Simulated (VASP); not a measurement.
Input of a VASP 6.6.1 run:

File INCAR:

```
PREC = Accurate ; ENCUT = 520
EDIFF = 1E-6 ; ISMEAR = 0
SIGMA = 0.15 ; LREAL = F
LASPH = T ; NELM = 100
ALGO = Normal ; ISIF = 2
LWAVE = F ; LCHARG = T
GGA = PE ; LELF = T
LVHAR = T ; NBANDS = 11
```

Contents of KPOINTS:

```
Automatic mesh
0
Gamma
  8 8 8
```

Contents of POSCAR:

```
Pd
1.0
    0.0000000000      1.9449000000      1.9935225000
    1.9449000000      0.0000000000      1.9935225000
    1.9449000000      1.9449000000      0.0000000000
Pd
1
Direct
    0.0000000000      0.0000000000      0.0000000000
```

Potentials or basis: VASP PAW PBE potentials, release 64 (Pd).

Command:

```bash
$ cat potpaw_PBE.64/Pd/POTCAR > POTCAR
$ mpirun -np 1 vasp_std > vasp.out
```

Question: What does it give for the band gap on the k mesh?

Answer: Zero (band 5 reaches 9.81 eV, above the bottom of band 6 at 8.29 eV).

Question: Estimate the pressure.

Answer: 3.3 GPa.

Stress tensor (GPa, compression positive):
```
3.79 0.00 0.00
0.00 3.79 0.00
0.00 0.00 2.34
```

Caveat: the cell differs from its parent crystal (strain +0.000 along x and y, +0.025 along z).
